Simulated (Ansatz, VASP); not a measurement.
Al in VASP and in Ansatz

File INCAR:

```
SYSTEM = Al
PREC = Accurate
ENCUT = 520
EDIFF = 1E-6
ISMEAR = 0
SIGMA = 0.15
LREAL = .FALSE.
LASPH = .TRUE.
NELM = 60
ALGO = Fast
ISIF = 2
LWAVE = .FALSE.
LCHARG = .TRUE.
GGA = PE
IVDW = 12
LELF = .TRUE.
LVHAR = .TRUE.
NBANDS = 18
```

The input KPOINTS:

```
Automatic mesh
0
G
  18 18 3
  0 0 0
```

POSCAR

```
Al
1.0
   -2.8035700760      0.0000000000      0.0000000000
   -1.4017850380     -2.4279629071      0.0000000000
   -0.3115077862     -0.5395473127     14.0252688885
Al
6
Direct
    0.6666666667      0.6481444444      0.0833500000
    0.6666666667      0.5740703704      0.4166833333
    0.6666666667      0.4999962963      0.7500166667
    0.3333333333      0.1296259259      0.9166833333
    0.3333333333      0.2777740741      0.2500166667
    0.3333333333      0.2037000000      0.5833500000
```

Input for Ansatz:

```yaml
crystal:
  lattice:
    - [-2.803570076, 0.0, 0.0]
    - [-1.401785038, -2.4279629071, 0.0]
    - [-0.3115077862, -0.5395473127, 14.0252688885]
  atoms:
    - { symbol: Al, position: [0.6666666667, 0.6481444444, 0.08335] }
    - { symbol: Al, position: [0.6666666667, 0.5740703704, 0.4166833333] }
    - { symbol: Al, position: [0.6666666667, 0.4999962963, 0.7500166667] }
    - { symbol: Al, position: [0.3333333333, 0.1296259259, 0.9166833333] }
    - { symbol: Al, position: [0.3333333333, 0.2777740741, 0.2500166667] }
    - { symbol: Al, position: [0.3333333333, 0.2037, 0.58335] }
basis:
  ecutwfc: 420
kpoints:
  mp_grid: { grid: [18, 18, 3] }
hamiltonian:
  xc: pbe
  pseudopotentials: { kind: paw, azcp: { folder: soft_1 } }
  dispersion: d3bj
scf:
  occupations: { method: gaussian, width: 0.15 }
output:
  forces: true
  stress: true
  eigenvalues: true
```

Alike in both runs: task single point; functional PBE; dispersion D3(BJ); k mesh 18 × 18 × 3; occupations gaussian, width 0.15 eV; no spin polarisation.

|  | VASP | Ansatz |
| --- | --- | --- |
| version | VASP 6.6.1 | Ansatz 0.2.0 |
| potentials or method | VASP PAW PBE potentials, release 64 (Al), cutoff 520 eV | scalar-relativistic, plane waves, PAW |
| valence electrons in the cell | 18 | 18 |

```csv
,VASP,Ansatz,Ansatz less VASP
gap on the k mesh at the Fermi level (eV),none,none,-
pressure (GPa),0.5,0.5,0.00
"traceless stress, the component that is largest in VASP (GPa)",0.96,0.96,+0.005
rms of the force components (eV/Å),0.151,0.151,0.0000
```

Atom by atom the forces differ by 0.000 eV/Å (rms over components). A gap of «none» marks a metal or a gap that the smearing closes.
